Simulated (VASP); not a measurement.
# As (Pm-3m) in VASP: further runs, part 2 of 3

VASP 6.6.1. Earlier steps stand in the parts before.

## (3) Single point, PBE (volume scaled by 0.78)

Contents of INCAR:

```
SYSTEM = As
ALGO     = Normal         ! electronic algorithm
EDIFF    = 1E-6           ! SCF threshold, eV
ENCUT    = 520            ! plane-wave cutoff, eV
GGA      = PE             ! functional
ISIF     = 2              ! what is computed and relaxed
ISMEAR   = -1             ! smearing method
LASPH    = .TRUE.         ! aspherical terms in the spheres
LCHARG   = .FALSE.        ! write CHGCAR
LREAL    = .FALSE.        ! projectors in reciprocal space
LWAVE    = .FALSE.        ! write WAVECAR
NBANDS   = 8              ! bands
NELM     = 80             ! most SCF steps
PREC     = Accurate       ! precision mode
SIGMA    = 0.08           ! smearing width, eV
```

Contents of KPOINTS:

```
k-points
0
G
  15 15 15
  0 0 0
```

Contents of POSCAR:

```
As
1.0
    2.5121885661      0.0000000000      0.0000000000
    0.0000000000      2.5121885661      0.0000000000
    0.0000000000      0.0000000000      2.5121885661
As
1
Direct
    0.0000000000      0.0000000000      0.0000000000
```

Potentials or basis: VASP PAW PBE potentials, release 64 (As).

The run is started by

```bash
$ cat potpaw_PBE.64/As/POTCAR > POTCAR
$ mpirun -np 1 vasp_std > vasp.out
```

OUTCAR:

```text
SYSTEM = As
   EDIFF = 1E-6
   ENCUT = 520
   GGA = PE
   ISIF = 2
   ISMEAR = -1
   LASPH = .TRUE.
   LREAL = .FALSE.
   NELM = 80
   PREC = Accurate

 ion  position               nearest neighbor table
   1  0.000  0.000  0.000-

  LATTYP: Found a simple cubic cell.
 ALAT       =     2.5121885661

  Lattice vectors:

 A1 = (   2.5121885661,   0.0000000000,   0.0000000000)
 A2 = (   0.0000000000,   2.5121885661,   0.0000000000)
 A3 = (   0.0000000000,   0.0000000000,   2.5121885661)

Analysis of symmetry for initial positions (statically):
=====================================================================
 Subroutine PRICEL returns:
 Original cell was already a primitive cell.

 Routine SETGRP: Setting up the symmetry group for a
 simple cubic supercell.

 Subroutine GETGRP returns: Found 48 space group operations
 (whereof 48 operations were pure point group operations)
 out of a pool of 48 trial point group operations.

The static configuration has the point symmetry O_h .

Analysis of symmetry for dynamics (positions and initial velocities):
=====================================================================
 Subroutine PRICEL returns:
 Original cell was already a primitive cell.

 Routine SETGRP: Setting up the symmetry group for a
 simple cubic supercell.

 Subroutine GETGRP returns: Found 48 space group operations
 (whereof 48 operations were pure point group operations)
 out of a pool of 48 trial point group operations.

The dynamic configuration has the point symmetry O_h .

 Subroutine INISYM returns: Found 48 space group operations
 (whereof 48 operations are pure point group operations),
 and found     1 'primitive' translations

----------------------------------------------------------------------------------------

                                     Primitive cell

  volume of cell :      15.8547

  direct lattice vectors                    reciprocal lattice vectors
     2.512188566  0.000000000  0.000000000     0.398059291  0.000000000  0.000000000
     0.000000000  2.512188566  0.000000000     0.000000000  0.398059291  0.000000000
     0.000000000  0.000000000  2.512188566     0.000000000  0.000000000  0.398059291

  length of vectors
     2.512188566  2.512188566  2.512188566     0.398059291  0.398059291  0.398059291

  position of ions in fractional coordinates (direct lattice)
     0.000000000  0.000000000  0.000000000

  ion indices of the primitive-cell ions
   primitive index   ion index
                 1           1

----------------------------------------------------------------------------------------

 KPOINTS: k-points

Automatic generation of k-mesh.
 Grid dimensions read from file:
 generate k-points for:   15   15   15

 Generating k-lattice:

  Cartesian coordinates                     Fractional coordinates (reciprocal lattice)
     0.026537286  0.000000000  0.000000000     0.066666667  0.000000000  0.000000000
     0.000000000  0.026537286  0.000000000     0.000000000  0.066666667  0.000000000
     0.000000000  0.000000000  0.026537286     0.000000000  0.000000000  0.066666667

  Length of vectors
     0.026537286  0.026537286  0.026537286

  Shift w.r.t. Gamma in fractional coordinates (k-lattice)
     0.000000000  0.000000000  0.000000000

 Subroutine IBZKPT returns following result:
 ===========================================

 Found    120 irreducible k-points:

 Following reciprocal coordinates:
            Coordinates               Weight
  0.000000  0.000000  0.000000      1.000000
  0.066667  0.000000  0.000000      6.000000
  0.133333  0.000000  0.000000      6.000000
  0.200000  0.000000  0.000000      6.000000
  0.266667  0.000000  0.000000      6.000000
  0.333333  0.000000  0.000000      6.000000
[... 16 lines left out ...]
  0.266667  0.200000  0.000000     24.000000
  0.333333  0.200000  0.000000     24.000000
 [... further k-points ...]
   k-points           NKPTS =    120   k-points in BZ     NKDIM =    120   number of bands    NBANDS=      8
   number of dos      NEDOS =    301   number of ions     NIONS =      1
   total plane-waves  NPLWV =   8000
   dimension x,y,z NGX =    20 NGY =   20 NGZ =   20
   dimension x,y,z NGXF=    40 NGYF=   40 NGZF=   40
   ions per type =               1
   NGX,Y,Z   is equivalent  to a cutoff of  13.24, 13.24, 13.24 a.u.
   NGXF,Y,Z  is equivalent  to a cutoff of  26.47, 26.47, 26.47 a.u.
 SYSTEM =  As
   PREC   = accura    normal or accurate (medium, high low for compatibility)
   ISTART =      0    job   : 0-new  1-cont  2-samecut
   ICHARG =      2    charge: 1-file 2-atom 10-const
   ISPIN  =      1    spin polarized calculation?
   LNONCOLLINEAR =      F non collinear calculations
   LSORBIT =      F    spin-orbit coupling
   LASPH  =      T    aspherical Exc in radial PAW
   ENCUT  =  520.0 eV  38.22 Ry    6.18 a.u.   4.67  4.67  4.67*2*pi/ulx,y,z
   NELM   =     80;   NELMIN=  2; NELMDL= -5     # of ELM steps
   EDIFF  = 0.1E-05   stopping-criterion for ELM
   LREAL  =      F    real-space projection
   EDIFFG = 0.1E-04   stopping-criterion for IOM
   NSW    =      0    number of steps for IOM
   IBRION =     -1    ionic relax: 0-MD 1-quasi-New 2-CG
   NFREE  =      0    steps in history (QN), initial steepest desc. (CG)
   ISIF   =      2    stress and relaxation
   ISYM   =      2    0-nonsym 1-usesym 2-fastsym
   POTIM  = 0.5000    time-step for ionic-motion
   TEBEG  =    0.0;   TEEND  =   0.0 temperature during run
   PSTRESS=    0.0 pullay stress
   NELECT =       5.0000    total number of electrons
   NUPDOWN=      -1.0000    fix difference up-down
   EMIN   =  10.00;   EMAX   =-10.00  energy-range for DOS
   EFERMI =   0.00;   METHOD = LEGACY
   ISMEAR =    -1;   SIGMA  =   0.08  broadening in eV -4-tet -1-fermi 0-gaus
   EFERMI_NEDOS =   21; number of points for ismear=-14 and -15
   IALGO  =     38    algorithm
   IMIX   =      4    mixing-type and parameters
     AMIX     =   0.40;   BMIX     =  1.00
     AMIX_MAG =   1.60;   BMIX_MAG =  1.00
  volume/ion in A,a.u.               =      15.85       106.99
  Fermi-wavevector in a.u.,A,eV,Ry     =   1.114327  2.105772 16.894685  1.241724
  Thomas-Fermi vector in A             =   2.250921
   LORBIT       =      0    0 simple, 1 ext, 2 COOP (PROOUT), +10 PAW based schemes
   GGA     = PE    functional components
   LHFCALC =     F    Hartree Fock is set to
   AEXX    =    0.0000 exact exchange contribution
   IVDW    =     0    specifies the selected vdW correction
   LEPSILON=     F    determine dielectric tensor
   LRPA    =     F    only Hartree local field effects (RPA)
 non-spin polarized calculation
  energy-cutoff  :      520.00
  volume of cell :       15.85
 maximum number of plane-waves:       449
 NGX is ok and might be reduce to    20
   NGX =  9   NGY =  9   NGZ =  9

 number of electron       5.0000001 magnetization

 Free energy of the ion-electron system (eV)
  ---------------------------------------------------
  ext. energy  EPLUGINS =         0.00000000
  ---------------------------------------------------
  free energy    TOTEN  =        -4.16949197 eV

  energy without entropy =       -4.16066079  energy(sigma->0) =       -4.16507638

 E-fermi :   8.8718     XC(G=0): -11.4242

 val. band max:        8.8546263004   @ k =   0.2000   0.2000   0.0667
 cond. band min:       8.9885075235   @ k =   0.2667   0.2000   0.0000
 fundamental gap:      0.1338812230
 Fermi energy:         8.8718449206

 k-point     1 :       0.0000    0.0000    0.0000
  band No.  band energies     occupation
      1      -8.5053      2.00000
      2      13.7810      0.00000
      3      13.7810      0.00000
      4      13.7810      0.00000
      5      17.4379      0.00000
      6      17.4379      0.00000
      7      21.3527      0.00000
      8      36.6610      0.00000

 k-point     2 :       0.0667    0.0000    0.0000
  band No.  band energies     occupation
      1      -8.4048      2.00000
      2      12.2955      0.00000
      3      13.8757      0.00000
      4      13.8757      0.00000
      5      17.5232      0.00000
      6      18.6290      0.00000
      7      21.8837      0.00000
      8      35.1413      0.00000
[... 221 lines left out ...]
 k-point    23 :       0.2667    0.2000    0.0000
  band No.  band energies     occupation
      1      -6.0289      2.00000
      2       5.8430      2.00000
      3       8.9885      0.37746
      4      16.0200      0.00000
      5      20.2841      0.00000
      6      21.9485      0.00000
      7      27.8066      0.00000
      8      29.3347      0.00000

 k-point    24 :       0.3333    0.2000    0.0000
  band No.  band energies     occupation
      1      -5.1857      2.00000
      2       3.7956      2.00000
      3       9.6881      0.00007
      4      16.6942      0.00000
      5      19.1581      0.00000
      6      22.0281      0.00000
      7      27.5884      0.00000
      8      28.0157      0.00000

 [... further k-points ...]
[... 5 lines left out ...]
  --------------------------------------------------------------------------------------
  -------------------------------------------------------------------------------------
  Total        3.4721685      3.4721685      3.4721685      0.0000000      0.0000000      0.0000000
  in kB      350.8768144    350.8768144    350.8768144      0.0000000      0.0000000      0.0000000
  external PRESSURE =     350.8768144 kB  Pullay stress =       0.0000000 kB

 VOLUME and BASIS-vectors are now :
 -----------------------------------------------------------------------------
  energy-cutoff  :      520.00
  volume of cell :       15.85
      direct lattice vectors                 reciprocal lattice vectors
     2.512188566  0.000000000  0.000000000     0.398059291  0.000000000  0.000000000
     0.000000000  2.512188566  0.000000000     0.000000000  0.398059291  0.000000000
     0.000000000  0.000000000  2.512188566     0.000000000  0.000000000  0.398059291

 POSITION                                       TOTAL-FORCE (eV/Angst)
 -----------------------------------------------------------------------------------
      0.00000      0.00000      0.00000         0.000000      0.000000      0.000000
 -----------------------------------------------------------------------------------
    total drift:                               -0.000000     -0.000000      0.000000

  FREE ENERGIE OF THE ION-ELECTRON SYSTEM (eV)
  ---------------------------------------------------
  free  energy   TOTEN  =        -4.1694919674 eV

  energy  without entropy=       -4.1606607888  energy(sigma->0) =       -4.16507638
```

It took 15 s on 1 thread of Intel Xeon 8259CL, shared host; peak memory 0.1 GiB.

What came out:

```yaml
Free_energy: -4.1695 eV
Pressure: 35.1 GPa
```

Levels at points of the mesh, in eV from the Fermi level:
```tsv
k point	band 1	band 2	band 3	band 4	band 5
(0.00, 0.00, 0.00)	-17.38	4.91	4.91	4.91	8.57
```

## (4) Single point, PBE (volume scaled by 0.88)

Contents of INCAR:

```
SYSTEM = As
PREC = Accurate ; ENCUT = 520
EDIFF = 1E-6 ; ISMEAR = -1
SIGMA = 0.08 ; LREAL = .False.
LASPH = .True. ; NELM = 80
ALGO = Normal ; ISIF = 2
LWAVE = .False. ; LCHARG = .False.
GGA = PE ; NBANDS = 8
```

Contents of KPOINTS:

```
regular mesh
0
Gamma
  15 15 15
  0 0 0
```

Contents of POSCAR:

```
As
1.0
    2.6152603196      0.0000000000      0.0000000000
    0.0000000000      2.6152603196      0.0000000000
    0.0000000000      0.0000000000      2.6152603196
As
1
Direct
    0.0000000000      0.0000000000      0.0000000000
```

Potentials or basis: VASP PAW PBE potentials, release 64 (As).

The run is started by

```bash
$ cat potpaw_PBE.64/As/POTCAR > POTCAR
$ mpirun -np 1 vasp_std > vasp.out
```

OUTCAR:

```text
SYSTEM = As
   PREC = Accurate
   ENCUT = 520
   EDIFF = 1E-6
   ISMEAR = -1
   LREAL = .False.
   LASPH = .True.
   NELM = 80
   ISIF = 2
   GGA = PE

 ion  position               nearest neighbor table
   1  0.000  0.000  0.000-

  LATTYP: Found a simple cubic cell.
 ALAT       =     2.6152603196

  Lattice vectors:

 A1 = (   2.6152603196,   0.0000000000,   0.0000000000)
 A2 = (   0.0000000000,   2.6152603196,   0.0000000000)
 A3 = (   0.0000000000,   0.0000000000,   2.6152603196)

Analysis of symmetry for initial positions (statically):
=====================================================================
 Subroutine PRICEL returns:
 Original cell was already a primitive cell.

 Routine SETGRP: Setting up the symmetry group for a
 simple cubic supercell.

 Subroutine GETGRP returns: Found 48 space group operations
 (whereof 48 operations were pure point group operations)
 out of a pool of 48 trial point group operations.

The static configuration has the point symmetry O_h .

Analysis of symmetry for dynamics (positions and initial velocities):
[... 159 lines left out ...]
 val. band max:        7.1960298936   @ k =   0.4000   0.2667   0.2667
 cond. band min:       7.2304475368   @ k =   0.2000   0.2000   0.0667
 fundamental gap:      0.0344176432
 Fermi energy:         7.2161997167

 k-point     1 :       0.0000    0.0000    0.0000
  band No.  band energies     occupation
      1      -8.8050      2.00000
      2      11.6825      0.00000
      3      11.6825      0.00000
      4      11.6825      0.00000
      5      15.7187      0.00000
      6      15.7187      0.00000
      7      18.5902      0.00000
      8      33.3658      0.00000
[... 243 lines left out ...]
 k-point    24 :       0.3333    0.2000    0.0000
  band No.  band energies     occupation
      1      -5.8636      2.00000
      2       2.7783      2.00000
      3       7.9993      0.00011
      4      14.1608      0.00000
      5      17.2348      0.00000
      6      19.7200      0.00000
      7      25.0138      0.00000
      8      25.3167      0.00000

 [... further k-points ...]

------------------------ aborting loop because EDIFF is reached ----------------------------------------

  FORCE on cell =-STRESS in cart. coord.  units (eV):
  Direction    XX          YY          ZZ          XY          YZ          ZX
  --------------------------------------------------------------------------------------
  -------------------------------------------------------------------------------------
  Total        1.5336464      1.5336464      1.5336464     -0.0000000      0.0000000      0.0000000
  in kB      137.3697337    137.3697337    137.3697337     -0.0000000      0.0000000      0.0000000
  external PRESSURE =     137.3697337 kB  Pullay stress =       0.0000000 kB

 VOLUME and BASIS-vectors are now :
 -----------------------------------------------------------------------------
  energy-cutoff  :      520.00
  volume of cell :       17.89
      direct lattice vectors                 reciprocal lattice vectors
     2.615260320  0.000000000  0.000000000     0.382371113  0.000000000  0.000000000
     0.000000000  2.615260320  0.000000000     0.000000000  0.382371113  0.000000000
     0.000000000  0.000000000  2.615260320     0.000000000  0.000000000  0.382371113

 POSITION                                       TOTAL-FORCE (eV/Angst)
 -----------------------------------------------------------------------------------
      0.00000      0.00000      0.00000         0.000000      0.000000      0.000000
 -----------------------------------------------------------------------------------
    total drift:                               -0.000000      0.000000      0.000000

  FREE ENERGIE OF THE ION-ELECTRON SYSTEM (eV)
  ---------------------------------------------------
  free  energy   TOTEN  =        -4.4664423826 eV

  energy  without entropy=       -4.4579049252  energy(sigma->0) =       -4.46217365
```

OSZICAR:

```text
N       E                     dE             d eps       ncg     rms          rms(c)
DAV:   1     0.258605356794E+01    0.25861E+01   -0.22071E+03  1920   0.478E+02
DAV:   2    -0.439457626042E+01   -0.69806E+01   -0.68033E+01  2624   0.503E+01
DAV:   3    -0.446573705037E+01   -0.71161E-01   -0.71057E-01  2248   0.557E+00
DAV:   4    -0.446579549898E+01   -0.58449E-04   -0.58448E-04  2952   0.181E-01
DAV:   5    -0.446579552687E+01   -0.27894E-07   -0.27670E-07  2240   0.238E-03    0.256E+00
DAV:   6    -0.446570382668E+01    0.91700E-04   -0.73623E-04  2440   0.215E-01    0.153E+00
DAV:   7    -0.446638399470E+01   -0.68017E-03   -0.18446E-03  2096   0.351E-01    0.825E-02
DAV:   8    -0.446643884757E+01   -0.54853E-04   -0.51549E-05  2432   0.502E-02    0.139E-02
DAV:   9    -0.446644190590E+01   -0.30583E-05   -0.38175E-06  2448   0.139E-02    0.186E-03
DAV:  10    -0.446644238261E+01   -0.47671E-06   -0.52548E-07  2208   0.442E-03
   1 F= -.44664424E+01 E0= -.44621737E+01  d E =-.853746E-02
```

stdout:

```text
POSCAR found type information on POSCAR As
 POSCAR found :  1 types and       1 ions
 scaLAPACK will be used
 LDA part: xc-table for (Slater+PW92), standard interpolation
 POSCAR, INCAR and KPOINTS ok, starting setup
 FFT: planning ... GRIDC
 FFT: planning ... GRID_SOFT
 FFT: planning ... GRID
 WAVECAR not read
 entering main loop
```

Wall time 15 s (1 thread of Intel Xeon 8259CL, shared host); peak memory 0.1 GiB.

Results:

```
Free energy : -4.4664 eV
Pressure    : 13.7 GPa
```

(Continued in part 3 of 3.)
